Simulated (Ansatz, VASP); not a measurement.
# TiO2 in VASP and in Ansatz

```
CELL_PARAMETERS angstrom
4.64306 0.00000 0.00000
0.00000 4.64306 0.02902
0.00000 0.01853 2.96402
ATOMIC_POSITIONS crystal
Ti 0.00000 0.00000 0.00000
Ti 0.50000 0.50000 0.50000
O 0.30511 0.30511 0.00000
O 0.19489 0.80511 0.50000
O 0.69489 0.69489 0.00000
O 0.80511 0.19489 0.50000
```

Change from the starting cell: strain +0.0125 x Voigt [0, 0, 0, 1, 0, 0], atoms carried along.

Alike in both runs: task single point; functional PBE; k mesh 6 × 6 × 10; occupations gaussian, width 0.05 eV; no spin polarisation.

```csv
,VASP,Ansatz
version,VASP 6.6.1,Ansatz 0.2.0
potentials or method,"VASP PAW PBE potentials, release 64 (Ti_sv, O), cutoff 520 eV","scalar-relativistic, plane waves, PAW"
valence electrons in the cell,48,48
```

|  | VASP | Ansatz | Ansatz less VASP |
| --- | --- | --- | --- |
| gap on the k mesh at the Fermi level (eV) | 1.83 | 1.86 | +0.024 |
| least direct gap on the mesh (eV) | 1.83 | 1.86 | +0.024 |
| pressure (GPa) | 0.7 | 0.0 | -0.67 |
| traceless stress, the component that is largest in VASP (GPa) | -1.71 | -1.69 | +0.023 |
| rms of the force components (eV/Å) | 0.032 | 0.027 | -0.0048 |

Atom by atom the forces differ by 0.014 eV/Å (rms over components).
